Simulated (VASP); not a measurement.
KCl, 2 atoms in the cell. The structure is cubic, space group Fm-3m (No. 225). Conventional cell: a = 6.295 Å, b = 6.295 Å, c = 6.295 Å, α = 90.00°, β = 90.00°, γ = 90.00°. Within 4.1 Å of K (site symmetry m-3m) lie 6 Cl at 3.15 Å. Within 4.1 Å of Cl (site symmetry m-3m) lie 6 K at 3.15 Å.  This cell differs from its parent crystal: volume scaled by 0.960.

```yaml
Program: VASP 6.6.1
Task: single point
Functional: PBE
Potentials_or_basis: VASP PAW PBE potentials, release 64 (K_sv, Cl)
Cutoff: 520 eV
k_mesh: 10 × 10 × 10
Occupations: gaussian, width 0.05 eV
Spin: no spin polarisation
Dipole_correction: no
Further_INCAR_settings: ALGO = Normal; EDIFF = 1e-07; NBANDS = 15
```

Potentials or basis: VASP PAW PBE potentials, release 64 (K_sv, Cl).

Command:

```sh
$ cat potpaw_PBE.64/K_sv/POTCAR potpaw_PBE.64/Cl/POTCAR > POTCAR
$ mpirun -np 1 vasp_std > vasp.out
```

Hardware: 1 thread of AMD EPYC 9R45 (Zen 5), with other jobs on the host.

Question: Estimate the wall time of this run.

Answer: Wall time 77 s on 1 thread of AMD EPYC 9R45 (Zen 5), with other jobs on the host, peak memory 0.18 GiB. Counts: scf iterations 15, k points 47.
